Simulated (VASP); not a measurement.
# KF (Pm-3m) in VASP: single point with PBE

Aim: the single point of KF with PBE.

Everything below comes from runs of VASP 6.6.1. Logs are shortened: lines on timing, memory, paths and dates and some standing lists are left out, and cuts for length are marked.

## Step 1: The cell of the first run

The structure is cubic, space group Pm-3m (No. 221). Conventional cell: a = 3.259 Å, b = 3.259 Å, c = 3.259 Å, α = 90.00°, β = 90.00°, γ = 90.00°. K (site symmetry m-3m) has 8 F at 2.82 Å and 6 K at 3.26 Å within 3.7 Å. Within 3.7 Å of F (site symmetry m-3m) lie 8 K at 2.82 Å and 6 F at 3.26 Å.

## Step 2: Single point, PBE

Input file INCAR:

```
SYSTEM = KF
PREC = Accurate
ENCUT = 520
EDIFF = 1E-7
ISMEAR = 0
SIGMA = 0.1
LREAL = Auto
LASPH = .TRUE.
NELM = 100
ALGO = Normal
ISIF = 2
LWAVE = .FALSE.
LCHARG = .TRUE.
GGA = PE
LELF = .TRUE.
LVHAR = .TRUE.
NBANDS = 78
ISYM = 0
```

Input file KPOINTS:

```
Automatic mesh
0
Gamma
  2 2 2
  0.5 0.5 0.5
```

Input file POSCAR:

```
KF
1.0
    0.0000000000      0.0000000000      6.5179100000
    6.5179100000      0.0000000000      0.0000000000
    0.0000000000      6.5179100000      0.0000000000
K F
8 8
Direct
    0.0000000000      0.0000000000      0.0000000000
    0.5000000000      0.0000000000      0.0000000000
    0.0000000000      0.0000000000      0.5000000000
    0.5000000000      0.0000000000      0.5000000000
    0.0000000000      0.5000000000      0.0000000000
    0.5000000000      0.5000000000      0.0000000000
    0.0000000000      0.5000000000      0.5000000000
    0.5000000000      0.5000000000      0.5000000000
    0.2500000000      0.2500000000      0.2500000000
    0.7500000000      0.2500000000      0.2500000000
    0.2500000000      0.2500000000      0.7500000000
    0.7500000000      0.2500000000      0.7500000000
    0.2500000000      0.7500000000      0.2500000000
    0.7500000000      0.7500000000      0.2500000000
    0.2500000000      0.7500000000      0.7500000000
    0.7500000000      0.7500000000      0.7500000000
```

Potentials or basis: VASP PAW PBE potentials, release 64 (K_sv, F).

Command:

```
$ cat potpaw_PBE.64/K_sv/POTCAR potpaw_PBE.64/F/POTCAR > POTCAR
$ mpirun -np 1 vasp_std > vasp.out
```

OUTCAR:

```text
SYSTEM = KF
   PREC = Accurate
   ENCUT = 520
   EDIFF = 1E-7
   ISMEAR = 0
   LREAL = Auto
   LASPH = .TRUE.
   NELM = 100
   ISIF = 2
   GGA = PE
   ISYM = 0

 ion  position               nearest neighbor table
   1  0.000  0.000  0.000-   9 2.82  10 2.82  11 2.82  12 2.82  13 2.82  14 2.82  15 2.82  16 2.82
                             5 3.26   2 3.26   3 3.26   3 3.26   5 3.26   2 3.26
   2  0.500  0.000  0.000-   9 2.82  10 2.82  11 2.82  12 2.82  13 2.82  14 2.82  15 2.82  16 2.82
                             6 3.26   1 3.26   4 3.26   4 3.26   6 3.26   1 3.26
   3  0.000  0.000  0.500-   9 2.82  10 2.82  11 2.82  12 2.82  13 2.82  14 2.82  15 2.82  16 2.82
                             7 3.26   1 3.26   4 3.26   1 3.26   7 3.26   4 3.26
   4  0.500  0.000  0.500-   9 2.82  10 2.82  11 2.82  12 2.82  13 2.82  14 2.82  15 2.82  16 2.82
                             8 3.26   2 3.26   3 3.26   2 3.26   8 3.26   3 3.26
   5  0.000  0.500  0.000-   9 2.82  10 2.82  11 2.82  12 2.82  13 2.82  14 2.82  15 2.82  16 2.82
                             7 3.26   1 3.26   6 3.26   7 3.26   1 3.26   6 3.26
   6  0.500  0.500  0.000-   9 2.82  10 2.82  11 2.82  12 2.82  13 2.82  14 2.82  15 2.82  16 2.82
                             8 3.26   2 3.26   5 3.26   8 3.26   2 3.26   5 3.26
   7  0.000  0.500  0.500-   9 2.82  10 2.82  11 2.82  12 2.82  13 2.82  14 2.82  15 2.82  16 2.82
                             8 3.26   3 3.26   5 3.26   5 3.26   3 3.26   8 3.26
   8  0.500  0.500  0.500-   9 2.82  10 2.82  11 2.82  12 2.82  13 2.82  14 2.82  15 2.82  16 2.82
                             7 3.26   4 3.26   6 3.26   6 3.26   4 3.26   7 3.26
   9  0.250  0.250  0.250-   1 2.82   2 2.82   3 2.82   4 2.82   5 2.82   6 2.82   7 2.82   8 2.82

  10  0.750  0.250  0.250-   1 2.82   2 2.82   3 2.82   4 2.82   5 2.82   6 2.82   7 2.82   8 2.82

  11  0.250  0.250  0.750-   1 2.82   2 2.82   3 2.82   4 2.82   5 2.82   6 2.82   7 2.82   8 2.82

  12  0.750  0.250  0.750-   1 2.82   2 2.82   3 2.82   4 2.82   5 2.82   6 2.82   7 2.82   8 2.82

  13  0.250  0.750  0.250-   1 2.82   2 2.82   3 2.82   4 2.82   5 2.82   6 2.82   7 2.82   8 2.82

  14  0.750  0.750  0.250-   1 2.82   2 2.82   3 2.82   4 2.82   5 2.82   6 2.82   7 2.82   8 2.82

  15  0.250  0.750  0.750-   1 2.82   2 2.82   3 2.82   4 2.82   5 2.82   6 2.82   7 2.82   8 2.82

  16  0.750  0.750  0.750-   1 2.82   2 2.82   3 2.82   4 2.82   5 2.82   6 2.82   7 2.82   8 2.82

IMPORTANT INFORMATION: All symmetrisations will be switched off!
NOSYMM: (Re-)initialisation of all symmetry stuff for point group C_1.

----------------------------------------------------------------------------------------

                                     Primitive cell

  volume of cell :     276.9014

  direct lattice vectors                    reciprocal lattice vectors
     0.000000000  0.000000000  6.517910000     0.000000000  0.000000000  0.153423413
     6.517910000  0.000000000  0.000000000     0.153423413  0.000000000  0.000000000
     0.000000000  6.517910000  0.000000000     0.000000000  0.153423413  0.000000000

  length of vectors
     6.517910000  6.517910000  6.517910000     0.153423413  0.153423413  0.153423413

  position of ions in fractional coordinates (direct lattice)
     0.000000000  0.000000000  0.000000000
     0.500000000  0.000000000  0.000000000
     0.000000000  0.000000000  0.500000000
     0.500000000  0.000000000  0.500000000
     0.000000000  0.500000000  0.000000000
     0.500000000  0.500000000  0.000000000
[... 8 lines left out ...]
     0.250000000  0.750000000  0.750000000
     0.750000000  0.750000000  0.750000000

  ion indices of the primitive-cell ions
   primitive index   ion index
                 1           1
                 2           2
                 3           3
                 4           4
                 5           5
                 6           6
[... 8 lines left out ...]
                15          15
                16          16

----------------------------------------------------------------------------------------

 KPOINTS: Automatic mesh

Automatic generation of k-mesh.
 Grid dimensions read from file:
 generate k-points for:    2    2    2

 Generating k-lattice:

  Cartesian coordinates                     Fractional coordinates (reciprocal lattice)
     0.000000000  0.000000000  0.076711707     0.500000000  0.000000000  0.000000000
     0.076711707  0.000000000  0.000000000     0.000000000  0.500000000  0.000000000
     0.000000000  0.076711707  0.000000000     0.000000000  0.000000000  0.500000000

  Length of vectors
     0.076711707  0.076711707  0.076711707

  Shift w.r.t. Gamma in fractional coordinates (k-lattice)
     0.500000000  0.500000000  0.500000000

 Subroutine IBZKPT returns following result:
 ===========================================

 Found      4 irreducible k-points:

 Following reciprocal coordinates:
            Coordinates               Weight
  0.250000  0.250000  0.250000      2.000000
 -0.250000  0.250000  0.250000      2.000000
 -0.250000 -0.250000  0.250000      2.000000
  0.250000 -0.250000  0.250000      2.000000
   k-points           NKPTS =      4   k-points in BZ     NKDIM =      4   number of bands    NBANDS=     78
   number of dos      NEDOS =    301   number of ions     NIONS =     16
   total plane-waves  NPLWV = 110592
   dimension x,y,z NGX =    48 NGY =   48 NGZ =   48
   dimension x,y,z NGXF=    96 NGYF=   96 NGZF=   96
   ions per type =               8   8
   NGX,Y,Z   is equivalent  to a cutoff of  12.24, 12.24, 12.24 a.u.
   NGXF,Y,Z  is equivalent  to a cutoff of  24.49, 24.49, 24.49 a.u.
 SYSTEM =  KF
   PREC   = accura    normal or accurate (medium, high low for compatibility)
   ISTART =      0    job   : 0-new  1-cont  2-samecut
   ICHARG =      2    charge: 1-file 2-atom 10-const
   ISPIN  =      1    spin polarized calculation?
   LNONCOLLINEAR =      F non collinear calculations
   LSORBIT =      F    spin-orbit coupling
   LASPH  =      T    aspherical Exc in radial PAW
   ENCUT  =  520.0 eV  38.22 Ry    6.18 a.u.  12.12 12.12 12.12*2*pi/ulx,y,z
   NELM   =    100;   NELMIN=  2; NELMDL= -5     # of ELM steps
   EDIFF  = 0.1E-06   stopping-criterion for ELM
   LREAL  =      T    real-space projection
   EDIFFG = 0.1E-05   stopping-criterion for IOM
   NSW    =      0    number of steps for IOM
   IBRION =     -1    ionic relax: 0-MD 1-quasi-New 2-CG
   NFREE  =      0    steps in history (QN), initial steepest desc. (CG)
   ISIF   =      2    stress and relaxation
   ISYM   =      0    0-nonsym 1-usesym 2-fastsym
   POTIM  = 0.5000    time-step for ionic-motion
   TEBEG  =    0.0;   TEEND  =   0.0 temperature during run
   PSTRESS=    0.0 pullay stress
   NELECT =     128.0000    total number of electrons
   NUPDOWN=      -1.0000    fix difference up-down
   EMIN   =  10.00;   EMAX   =-10.00  energy-range for DOS
   EFERMI =   0.00;   METHOD = LEGACY
   ISMEAR =     0;   SIGMA  =   0.10  broadening in eV -4-tet -1-fermi 0-gaus
   EFERMI_NEDOS =   21; number of points for ismear=-14 and -15
   IALGO  =     38    algorithm
   IMIX   =      4    mixing-type and parameters
     AMIX     =   0.40;   BMIX     =  1.00
     AMIX_MAG =   1.60;   BMIX_MAG =  1.00
  volume/ion in A,a.u.               =      17.31       116.79
  Fermi-wavevector in a.u.,A,eV,Ry     =   1.265814  2.392041 21.800402  1.602284
  Thomas-Fermi vector in A             =   2.399047
   LORBIT       =      0    0 simple, 1 ext, 2 COOP (PROOUT), +10 PAW based schemes
   GGA     = PE    functional components
   LHFCALC =     F    Hartree Fock is set to
   AEXX    =    0.0000 exact exchange contribution
   IVDW    =     0    specifies the selected vdW correction
   LEPSILON=     F    determine dielectric tensor
   LRPA    =     F    only Hartree local field effects (RPA)
 non-spin polarized calculation
 Gauss-broadening in eV      SIGMA  =   0.10
  energy-cutoff  :      520.00
  volume of cell :      276.90
 maximum number of plane-waves:      7466
   NGX = 25   NGY = 25   NGZ = 25

 number of electron     127.9999934 magnetization

 Free energy of the ion-electron system (eV)
  ---------------------------------------------------
  ext. energy  EPLUGINS =         0.00000000
  ---------------------------------------------------
  free energy    TOTEN  =       -64.74902575 eV

  energy without entropy =      -64.74902575  energy(sigma->0) =      -64.74902575

 E-fermi :  -1.6072     XC(G=0):  -9.0244

 val. band max:       -2.2066927658   @ k =   0.2500  -0.2500   0.2500
 cond. band min:       5.3351328886   @ k =  -0.2500  -0.2500   0.2500
 fundamental gap:      7.5418256544
 Fermi energy:        -1.6072388882

 k-point     1 :       0.2500    0.2500    0.2500
  band No.  band energies     occupation
      1     -29.0045      2.00000
      2     -28.9202      2.00000
      3     -28.9202      2.00000
      4     -28.9202      2.00000
      5     -28.8456      2.00000
      6     -28.8456      2.00000
[... 68 lines left out ...]
     75       7.5265      0.00000
     76       7.5371      0.00000

 k-point     2 :      -0.2500    0.2500    0.2500
  band No.  band energies     occupation
      1     -29.0045      2.00000
      2     -28.9202      2.00000
      3     -28.9202      2.00000
      4     -28.9202      2.00000
      5     -28.8456      2.00000
      6     -28.8456      2.00000
[... 68 lines left out ...]
     75       7.5265      0.00000
     76       7.5308      0.00000

 k-point     3 :      -0.2500   -0.2500    0.2500
  band No.  band energies     occupation
      1     -29.0045      2.00000
      2     -28.9202      2.00000
      3     -28.9202      2.00000
      4     -28.9202      2.00000
      5     -28.8456      2.00000
      6     -28.8456      2.00000
[... 68 lines left out ...]
     75       7.5265      0.00000
     76       7.5271      0.00000

 k-point     4 :       0.2500   -0.2500    0.2500
  band No.  band energies     occupation
      1     -29.0045      2.00000
      2     -28.9202      2.00000
      3     -28.9202      2.00000
      4     -28.9202      2.00000
      5     -28.8456      2.00000
      6     -28.8456      2.00000
[... 68 lines left out ...]
     75       7.5265      0.00000
     76       7.5398      0.00000
 [bands above 76 left out]

------------------------ aborting loop because EDIFF is reached ----------------------------------------

  FORCE on cell =-STRESS in cart. coord.  units (eV):
  Direction    XX          YY          ZZ          XY          YZ          ZX
  --------------------------------------------------------------------------------------
  -------------------------------------------------------------------------------------
  Total        0.0487976      0.0487233      0.0487774     -0.0000290      0.0000250     -0.0000382
  in kB        0.2823477      0.2819176      0.2822304     -0.0001677      0.0001448     -0.0002208
  external PRESSURE =       0.2821652 kB  Pullay stress =       0.0000000 kB

 VOLUME and BASIS-vectors are now :
 -----------------------------------------------------------------------------
  energy-cutoff  :      520.00
  volume of cell :      276.90
      direct lattice vectors                 reciprocal lattice vectors
     0.000000000  0.000000000  6.517910000     0.000000000  0.000000000  0.153423413
     6.517910000  0.000000000  0.000000000     0.153423413  0.000000000  0.000000000
     0.000000000  6.517910000  0.000000000     0.000000000  0.153423413  0.000000000

 POSITION                                       TOTAL-FORCE (eV/Angst)
 -----------------------------------------------------------------------------------
      0.00000      0.00000      0.00000        -0.000006      0.000010     -0.000016
      0.00000      0.00000      3.25895        -0.000003      0.000003      0.000017
      0.00000      3.25895      0.00000        -0.000010     -0.000006     -0.000016
      0.00000      3.25895      3.25895        -0.000008     -0.000003      0.000013
      3.25895      0.00000      0.00000         0.000006      0.000012     -0.000010
      3.25895      0.00000      3.25895         0.000007      0.000014      0.000014
[... 8 lines left out ...]
      4.88843      4.88843      1.62948         0.000001     -0.000004      0.000003
      4.88843      4.88843      4.88843         0.000007     -0.000002     -0.000003
 -----------------------------------------------------------------------------------
    total drift:                               -0.000011      0.000013     -0.000003

  FREE ENERGIE OF THE ION-ELECTRON SYSTEM (eV)
  ---------------------------------------------------
  free  energy   TOTEN  =       -64.7490257516 eV

  energy  without entropy=      -64.7490257516  energy(sigma->0) =      -64.74902575
```

It took 61 s on 1 thread of Intel Xeon 6975P-C (Granite Rapids), shared host; peak memory 0.33 GiB.

What came out:

- Free energy: -64.7490 eV
- Pressure: 0.0 GPa
- Band gap on the k mesh: 7.54 eV

Levels at points of the mesh, in eV from the valence-band top:
```csv
k point,band 62,band 63,band 64,band 65,band 66,band 67
"(0.25, 0.25, 0.25)",0.00,0.00,0.00,7.54,9.15,9.15
```

A k mesh can miss the band edges.
